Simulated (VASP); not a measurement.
# LiSiS3 (P6_3/mmc) in VASP: relaxation of cell and atoms with PBE

Aim: the relaxation of cell and atoms of LiSiS3 with PBE.

Everything below comes from runs of VASP 6.6.1. Logs are shortened: lines on timing, memory, paths and dates and some standing lists are left out, and cuts for length are marked.

### Step 1. The cell of the first run

The structure is hexagonal, space group P6_3/mmc (No. 194). Conventional cell: a = 6.251 Å, b = 6.251 Å, c = 5.901 Å, α = 90.00°, β = 90.00°, γ = 120.00°. Within 4.1 Å of Li (site symmetry -6m2) lie 12 S at 3.13 to 3.49 Å and 6 Si at 3.90 Å. Within 3.0 Å of Si (site symmetry -3m) lie 6 S at 2.29 Å and 2 Si at 2.95 Å. Within 3.5 Å of S (site symmetry mm2) lie 2 Si at 2.29 Å and 8 S at 3.03 to 3.43 Å and 4 Li at 3.13 to 3.49 Å.

### Step 2. Relaxation of cell and atoms, PBE

Input file INCAR:

```
ALGO = Normal
EDIFF = 1E-7
EDIFFG = -0.01
ENCUT = 750
GGA = PE
GGA_COMPAT = False
IBRION = 2
ISIF = 3
ISMEAR = 0
LASPH = True
LCHARG = False
LREAL = False
LWAVE = False
NELM = 120
NELMIN = 4
NSW = 100
PREC = Accurate
SIGMA = 0.1
```

Input file KPOINTS:

```
k-points
0
Gamma
  6 6 6
```

Input file POSCAR:

```
LiSiS3
1.0
    6.2505626587      0.0000000000      0.0000000000
   -3.1252813294      5.4131460504      0.0000000000
    0.0000000000      0.0000000000      5.9008747892
Li Si S
2 2 6
Direct
    0.3333333333      0.6666666667      0.7500000000
    0.6666666667      0.3333333333      0.2500000000
    0.0000000000      0.0000000000      0.0000000000
    0.0000000000      0.0000000000      0.5000000000
    0.8384220200      0.6768440400      0.7500000000
    0.3231559600      0.1615779800      0.7500000000
    0.8384220200      0.1615779800      0.7500000000
    0.1615779800      0.3231559600      0.2500000000
    0.6768440400      0.8384220200      0.2500000000
    0.1615779800      0.8384220200      0.2500000000
```

Potentials or basis: VASP PAW PBE potentials, release 64 (Li_sv, Si, S).

Run with:

```bash
> cat potpaw_PBE.64/Li_sv/POTCAR potpaw_PBE.64/Si/POTCAR potpaw_PBE.64/S/POTCAR > POTCAR
> mpirun -np 1 vasp_std > vasp.out
```

OUTCAR:

```text
EDIFF = 1E-7
   EDIFFG = -0.01
   ENCUT = 750
   GGA = PE
   IBRION = 2
   ISIF = 3
   ISMEAR = 0
   LASPH = True
   LREAL = False
   NELM = 120
   NELMIN = 4
   NSW = 100
   PREC = Accurate

 ion  position               nearest neighbor table
   1  0.333  0.667  0.750-
   2  0.667  0.333  0.250-
   3  0.000  0.000  0.000-   6 2.29   9 2.29   8 2.29   5 2.29   7 2.29  10 2.29   4 2.95   4 2.95

   4  0.000  0.000  0.500-   6 2.29   9 2.29   8 2.29   5 2.29   7 2.29  10 2.29   3 2.95   3 2.95

   5  0.838  0.677  0.750-   3 2.29   4 2.29
   6  0.323  0.162  0.750-   3 2.29   4 2.29
   7  0.838  0.162  0.750-   3 2.29   4 2.29
   8  0.162  0.323  0.250-   3 2.29   4 2.29
   9  0.677  0.838  0.250-   3 2.29   4 2.29
  10  0.162  0.838  0.250-   3 2.29   4 2.29

  LATTYP: Found a hexagonal cell.
 ALAT       =     6.2505626587
 C/A-ratio  =     0.9440549774

  Lattice vectors:

 A1 = (   6.2505626587,   0.0000000000,   0.0000000000)
 A2 = (  -3.1252813294,   5.4131460504,   0.0000000000)
 A3 = (   0.0000000000,   0.0000000000,   5.9008747892)

Analysis of symmetry for initial positions (statically):
=====================================================================
 Subroutine PRICEL returns:
 Original cell was already a primitive cell.

 Routine SETGRP: Setting up the symmetry group for a
 hexagonal supercell.

 Subroutine GETGRP returns: Found 24 space group operations
 (whereof 12 operations were pure point group operations)
 out of a pool of 24 trial point group operations.

The static configuration has the point symmetry D_3d.
 The point group associated with its full space group is D_6h.

Analysis of symmetry for dynamics (positions and initial velocities):
=====================================================================
 Subroutine PRICEL returns:
 Original cell was already a primitive cell.

 Routine SETGRP: Setting up the symmetry group for a
 hexagonal supercell.

 Subroutine GETGRP returns: Found 24 space group operations
 (whereof 12 operations were pure point group operations)
 out of a pool of 24 trial point group operations.

The dynamic configuration has the point symmetry D_3d.
 The point group associated with its full space group is D_6h.

 Subroutine INISYM returns: Found 24 space group operations
 (whereof 12 operations are pure point group operations),
 and found     1 'primitive' translations

----------------------------------------------------------------------------------------

                                     Primitive cell

  volume of cell :     199.6573

  direct lattice vectors                    reciprocal lattice vectors
     6.250562659  0.000000000  0.000000000     0.159985597  0.092367728  0.000000000
    -3.125281329  5.413146050  0.000000000     0.000000000  0.184735455  0.000000000
     0.000000000  0.000000000  5.900874789     0.000000000  0.000000000  0.169466399

  length of vectors
     6.250562659  6.250562659  5.900874789     0.184735455  0.184735455  0.169466399

  position of ions in fractional coordinates (direct lattice)
     0.333333333  0.666666667  0.750000000
     0.666666667  0.333333333  0.250000000
     0.000000000  0.000000000  0.000000000
     0.000000000  0.000000000  0.500000000
     0.838422020  0.676844040  0.750000000
     0.323155960  0.161577980  0.750000000
     0.838422020  0.161577980  0.750000000
     0.161577980  0.323155960  0.250000000
     0.676844040  0.838422020  0.250000000
     0.161577980  0.838422020  0.250000000

  ion indices of the primitive-cell ions
   primitive index   ion index
                 1           1
                 2           2
                 3           3
                 4           4
                 5           5
                 6           6
                 7           7
                 8           8
                 9           9
                10          10

----------------------------------------------------------------------------------------

 KPOINTS: k-points

Automatic generation of k-mesh.
 Grid dimensions read from file:
 generate k-points for:    6    6    6

 Generating k-lattice:

  Cartesian coordinates                     Fractional coordinates (reciprocal lattice)
     0.026664266  0.015394621  0.000000000     0.166666667  0.000000000  0.000000000
     0.000000000  0.030789243  0.000000000     0.000000000  0.166666667  0.000000000
     0.000000000  0.000000000  0.028244400     0.000000000  0.000000000  0.166666667

  Length of vectors
     0.030789243  0.030789243  0.028244400

  Shift w.r.t. Gamma in fractional coordinates (k-lattice)
     0.000000000  0.000000000  0.000000000

 Subroutine IBZKPT returns following result:
 ===========================================

 Found     28 irreducible k-points:

 Following reciprocal coordinates:
            Coordinates               Weight
  0.000000  0.000000  0.000000      1.000000
  0.166667  0.000000  0.000000      6.000000
  0.333333  0.000000  0.000000      6.000000
  0.500000 -0.000000  0.000000      3.000000
  0.166667  0.166667  0.000000      6.000000
  0.333333  0.166667  0.000000     12.000000
[... 16 lines left out ...]
  0.166667  0.000000  0.500000      6.000000
  0.333333  0.000000  0.500000      6.000000
 [... further k-points ...]
   k-points           NKPTS =     28   k-points in BZ     NKDIM =     28   number of bands    NBANDS=     31
   number of dos      NEDOS =    301   number of ions     NIONS =     10
   total plane-waves  NPLWV = 169344
   dimension x,y,z NGX =    56 NGY =   56 NGZ =   54
   dimension x,y,z NGXF=   112 NGYF=  112 NGZF=  108
   ions per type =               2   2   6
   NGX,Y,Z   is equivalent  to a cutoff of  14.89, 14.89, 15.21 a.u.
   NGXF,Y,Z  is equivalent  to a cutoff of  29.79, 29.79, 30.43 a.u.
 SYSTEM =  unknown system
   PREC   = accura    normal or accurate (medium, high low for compatibility)
   ISTART =      0    job   : 0-new  1-cont  2-samecut
   ICHARG =      2    charge: 1-file 2-atom 10-const
   ISPIN  =      1    spin polarized calculation?
   LNONCOLLINEAR =      F non collinear calculations
   LSORBIT =      F    spin-orbit coupling
   LASPH  =      T    aspherical Exc in radial PAW
   ENCUT  =  750.0 eV  55.12 Ry    7.42 a.u.  13.96 13.96 13.18*2*pi/ulx,y,z
   NELM   =    120;   NELMIN=  4; NELMDL= -5     # of ELM steps
   EDIFF  = 0.1E-06   stopping-criterion for ELM
   LREAL  =      F    real-space projection
   EDIFFG = -.1E-01   stopping-criterion for IOM
   NSW    =    100    number of steps for IOM
   IBRION =      2    ionic relax: 0-MD 1-quasi-New 2-CG
   NFREE  =      1    steps in history (QN), initial steepest desc. (CG)
   ISIF   =      3    stress and relaxation
   ISYM   =      2    0-nonsym 1-usesym 2-fastsym
   POTIM  = 0.5000    time-step for ionic-motion
   TEBEG  =    0.0;   TEEND  =   0.0 temperature during run
   PSTRESS=    0.0 pullay stress
   NELECT =      50.0000    total number of electrons
   NUPDOWN=      -1.0000    fix difference up-down
   EMIN   =  10.00;   EMAX   =-10.00  energy-range for DOS
   EFERMI =   0.00;   METHOD = LEGACY
   ISMEAR =     0;   SIGMA  =   0.10  broadening in eV -4-tet -1-fermi 0-gaus
   EFERMI_NEDOS =   21; number of points for ismear=-14 and -15
   IALGO  =     38    algorithm
   IMIX   =      4    mixing-type and parameters
     AMIX     =   0.40;   BMIX     =  1.00
     AMIX_MAG =   1.60;   BMIX_MAG =  1.00
  volume/ion in A,a.u.               =      19.97       134.74
  Fermi-wavevector in a.u.,A,eV,Ry     =   1.031897  1.950003 14.487643  1.064812
  Thomas-Fermi vector in A             =   2.166068
   LORBIT       =      0    0 simple, 1 ext, 2 COOP (PROOUT), +10 PAW based schemes
   GGA     = PE    functional components
   LHFCALC =     F    Hartree Fock is set to
   AEXX    =    0.0000 exact exchange contribution
   IVDW    =     0    specifies the selected vdW correction
   LEPSILON=     F    determine dielectric tensor
   LRPA    =     F    only Hartree local field effects (RPA)
 conjugate gradient relaxation of ions
 non-spin polarized calculation
 Gauss-broadening in eV      SIGMA  =   0.10
  energy-cutoff  :      750.00
  volume of cell :      199.66
 maximum number of plane-waves:      9342
 NGX is ok and might be reduce to    56
   NGX = 27   NGY = 27   NGZ = 27

--------------------------------------- Ionic step        1  -------------------------------------------

 number of electron      50.0000005 magnetization

 Free energy of the ion-electron system (eV)
  ---------------------------------------------------
  ext. energy  EPLUGINS =         0.00000000
  ---------------------------------------------------
  free energy    TOTEN  =       -43.14220472 eV

  energy without entropy =      -43.10788510  energy(sigma->0) =      -43.12504491

------------------------ aborting loop because EDIFF is reached ----------------------------------------

  FORCE on cell =-STRESS in cart. coord.  units (eV):
  Direction    XX          YY          ZZ          XY          YZ          ZX
  --------------------------------------------------------------------------------------
  -------------------------------------------------------------------------------------
  Total        0.7198381      0.7198381     -0.5998341     -0.0000000      0.0000000      0.0000000
  in kB        5.7764383      5.7764383     -4.8134503     -0.0000000      0.0000000      0.0000000
  external PRESSURE =       2.2464754 kB  Pullay stress =       0.0000000 kB
[... 29 lines left out ...]
  energy  without entropy=      -43.1078850990  energy(sigma->0) =      -43.12504491

--------------------------------------- Ionic step        2  -------------------------------------------

 number of electron      50.0000006 magnetization

 E-fermi :   3.6805     XC(G=0):  -8.8286

 val. band max:        3.6790730718   @ k =   0.0000   0.0000   0.3333
 cond. band min:       3.6868554084   @ k =   0.5000  -0.0000   0.3333
 fundamental gap:      0.0077823366
 Fermi energy:         3.6804916617

 k-point     1 :       0.0000    0.0000    0.0000
  band No.  band energies     occupation
      1     -43.4466      2.00000
      2     -43.4466      2.00000
      3     -11.3426      2.00000
      4      -9.4036      2.00000
      5      -8.4670      2.00000
      6      -8.4670      2.00000
[... 980 lines left out ...]
  energy  without entropy=      -43.1188026552  energy(sigma->0) =      -43.13506684

--------------------------------------- Ionic step        6  -------------------------------------------

 number of electron      50.0000008 magnetization

 Free energy of the ion-electron system (eV)
  ---------------------------------------------------
  ext. energy  EPLUGINS =         0.00000000
  ---------------------------------------------------
  free energy    TOTEN  =       -43.15234398 eV

  energy without entropy =      -43.11981843  energy(sigma->0) =      -43.13608121

 E-fermi :   3.5527     XC(G=0):  -8.7777

 val. band max:        3.5513243402   @ k =   0.5000  -0.0000   0.3333
 cond. band min:       3.5855495266   @ k =   0.1667   0.0000   0.1667
 fundamental gap:      0.0342251864
 Fermi energy:         3.5526610646

 k-point     1 :       0.0000    0.0000    0.0000
  band No.  band energies     occupation
      1     -43.5765      2.00000
      2     -43.5765      2.00000
      3     -11.4353      2.00000
      4      -9.4726      2.00000
      5      -8.5708      2.00000
      6      -8.5708      2.00000
[... 844 lines left out ...]
  FREE ENERGIE OF THE ION-ELECTRON SYSTEM (eV)
  ---------------------------------------------------
  free  energy   TOTEN  =       -43.1523439784 eV

  energy  without entropy=      -43.1198184336  energy(sigma->0) =      -43.13608121

 reached required accuracy - stopping structural energy minimisation
```

Wall time 31 min (1 thread of Oxide Virtual Turin-like, shared host); peak memory 0.56 GiB.

Results:

* Free energy: -43.1523 eV
* Relaxed volume: 20.25 Å³/atom
* Relaxed cell: a = 6.312 Å, b = 6.312 Å, c = 5.869 Å, α = 90.00°, β = 90.00°, γ = 120.00°
* Space group after relaxing (to 0.1 Å): P6_3/mmc (No. 194)
* Energy gained by relaxing: 1.0 meV/atom
* Ionic steps: 6
* Pressure after relaxing: 0.0 GPa
* Band gap on the k mesh: zero (bands 25 and 26 overlap by 1.14 eV)

Step by step:
```tsv
step	energy change (eV)	largest force (eV/Å)	pressure (GPa)	volume (Å³)
1	0.0000	0.0327	0.22	199.66
2	-0.0053	0.0685	0.07	200.46
3	-0.0071	0.1032	-0.07	201.26
4	-0.0091	0.0093	0.22	201.40
5	-0.0091	0.0056	0.23	201.41
6	-0.0101	0.0001	0.05	202.50
```

Final structure:
```xyz
10
Lattice="6.3122 0.0000 0.0000 -3.1561 5.4665 0.0000 0.0000 0.0000 5.8687" Properties=species:S:1:pos:R:3 pbc="T T T"
Li    0.0000    3.6443    4.4015
Li    3.1561    1.8222    1.4672
Si    0.0000    0.0000    5.8687
Si    0.0000    0.0000    2.9343
S     3.1561    3.7138    4.4015
S     1.5179    0.8764    4.4015
S     4.7943    0.8764    4.4015
S     0.0000    1.7527    1.4672
S     1.6382    4.5901    1.4672
S    -1.6382    4.5901    1.4672
```

Levels at points of the mesh, in eV from the Fermi level:
```
           k point  band 22  band 23  band 24  band 25  band 26  band 27  band 28  band 29
(0.00, 0.00, 0.00)    -0.19    -0.13     0.16     0.16     0.68     0.83     2.91     3.12
(0.50, 0.00, 0.00)    -1.29    -1.08    -0.89    -0.05     0.45     2.11     3.89     3.97
(0.00, 0.00, 0.50)    -0.16    -0.16    -0.16     0.30     0.30     1.29     1.29     4.73
(0.50, 0.00, 0.50)    -1.50    -1.11    -1.11     0.07     0.07     2.67     2.67     4.06
```

The gap in the log of VASP goes by the Fermi energy; the results here count the filled bands.